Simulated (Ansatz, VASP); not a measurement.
# Two plane-wave programs on Si2Ni

Contents of INCAR:

```
SYSTEM = Si2Ni
PREC = Accurate
ENCUT = 590
EDIFF = 1E-6
ISMEAR = 0
SIGMA = 0.1
LREAL = .False.
LASPH = .True.
NELM = 200
ALGO = Normal
ISIF = 2
LWAVE = .False.
LCHARG = .False.
ISPIN = 2
MAGMOM = 1 0 0
LORBIT = 11
LMAXMIX = 4
LDAU = .True.
LDAUTYPE = 2
LDAUL = 2 -1
LDAUU = 3 0
LDAUJ = 0 0
LDAUPRINT = 1
GGA = PE
IVDW = 13
NBANDS = 24
GGA_COMPAT = .False.
```

Contents of KPOINTS:

```
regular mesh
0
Gamma
  9 9 9
  0 0 0
```

POSCAR

```
Si2Ni
1.0
    0.0000000000      2.7030000000      2.7030000000
    2.7030000000      0.0000000000      2.7030000000
    2.7030000000      2.7030000000      0.0000000000
Ni Si
1 2
Direct
    0.0000000000      0.0000000000      0.0000000000
    0.7500000000      0.7500000000      0.7500000000
    0.2500000000      0.2500000000      0.2500000000
```

The input input.yaml:

```yaml
crystal:
  lattice:
    - [0.0, 2.703, 2.703]
    - [2.703, 0.0, 2.703]
    - [2.703, 2.703, 0.0]
  atoms:
    - { symbol: Ni, position: [0.0, 0.0, 0.0], spin: 1.0 }
    - { symbol: Si, position: [0.75, 0.75, 0.75] }
    - { symbol: Si, position: [0.25, 0.25, 0.25] }
hamiltonian:
  xc: pbe
  pseudopotentials: { kind: paw }
  dispersion: d4
  hubbard: { sites: [{ species: Ni, l: d, u_eff: 3.0 }] }
magnetization:
  spin_polarized: true
kpoints:
  mp_grid: { grid: [9, 9, 9] }
scf:
  occupations: { method: gaussian, width: 0.1 }
output:
  forces: true
  stress: true
  eigenvalues: true
```

Alike in both runs: task single point; functional PBE; dispersion D4; k mesh 9 × 9 × 9; occupations gaussian, width 0.1 eV; collinear spin; Hubbard terms Ni d U = 3.0 eV.

|  | VASP | Ansatz |
| --- | --- | --- |
| version | VASP 6.6.1 | Ansatz 0.2.0 |
| potentials or method | VASP PAW PBE potentials, release 64 (Ni_sv_GW, Si) | Ansatz PAW |
| plane-wave cutoff (eV) | 590 | 420 |
| valence electrons in the cell | 26 | 26 |

Ansatz gave:

| Item | Value |
| --- | --- |
| gap on the k mesh at the Fermi level (eV) | none |
| pressure (GPa) | -1.6 |
| net moment per atom (μB) | 0.00 |

Which values does VASP return?

gap on the k mesh at the Fermi level (eV): none; pressure (GPa): -3.5; net moment per atom (μB): 0.00.

The programs project onto different local orbitals, so the same U acts differently, and such runs can settle in different states. A gap of «none» marks a metal or a gap that the smearing closes.

Noted on Ansatz's run: the magnetic or orbital state may not be the lowest.
